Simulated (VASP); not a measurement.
Write the native input for VASP 6.6.1 that does the following.

```
Task                   : relaxation of cell and atoms
Functional             : PBE
Potentials or basis    : VASP PAW PBE potentials, release 64 (Mg, H)
Cutoff                 : 600 eV
k mesh                 : 8 × 8 × 12
Occupations            : gaussian, width 0.1 eV
Spin                   : no spin polarisation
Dipole correction      : no
Further INCAR settings : ALGO = Normal; EDIFF = 1e-06; IBRION = 2; EDIFFG = -0.01; NSW = 100; ISIF = 3
```

The structure of Mg2H3 lies in POSCAR:

```
Mg2H3
1.0
    2.5897272154     -4.8591028517      0.0000000000
    2.5897272154      4.8591028517      0.0000000000
    0.0000000000      0.0000000000      2.9463832823
Mg H
2 3
Direct
    0.8347992867      0.1652007133      0.5000000000
    0.1652007133      0.8347992867      0.5000000000
    0.0000000000      0.0000000000      0.0000000000
    0.5000000000      0.5000000000      0.1288466412
    0.5000000000      0.5000000000      0.8711533588
```

The cell was built from a structure type or drawn by symmetry, and may not be a known phase.

These files were run (other wordings do the same):

INCAR

```
SYSTEM = Mg2H3
PREC     = Accurate       ! precision mode
ENCUT    = 600            ! plane-wave cutoff, eV
EDIFF    = 1E-6           ! SCF threshold, eV
ISMEAR   = 0              ! smearing method
SIGMA    = 0.1            ! smearing width, eV
LREAL    = .False.        ! projectors in reciprocal space
LASPH    = .True.         ! aspherical terms in the spheres
NELM     = 60             ! most SCF steps
ALGO     = Normal         ! electronic algorithm
ISIF     = 3              ! what is computed and relaxed
LWAVE    = .False.        ! write WAVECAR
LCHARG   = .False.        ! write CHGCAR
GGA      = PE             ! functional
IBRION   = 2              ! ionic algorithm
NSW      = 100            ! ionic steps
EDIFFG   = -0.01          ! ionic threshold
```

KPOINTS

```
regular mesh
0
Gamma
  8 8 12
  0 0 0
```

Potentials or basis: VASP PAW PBE potentials, release 64 (Mg, H).

The run is started by

```sh
$ cat potpaw_PBE.64/Mg/POTCAR potpaw_PBE.64/H/POTCAR > POTCAR
$ mpirun -np 1 vasp_std > vasp.out
```

Results of the run:

```yaml
Energy_gained_by_relaxing: 1.0 meV/atom
Ionic_steps: 29
Pressure_after_relaxing: 0.0 GPa
Band_gap_on_the_k_mesh: zero (an odd number of electrons rules out a gap without spin polarisation)
```

Wall time 9.7 min on 1 thread of Intel(R) Xeon(R) Platinum 8259CL CPU @ 2.50GHz (Skylake/Cascade Lake) (shared host), peak memory 0.31 GiB.
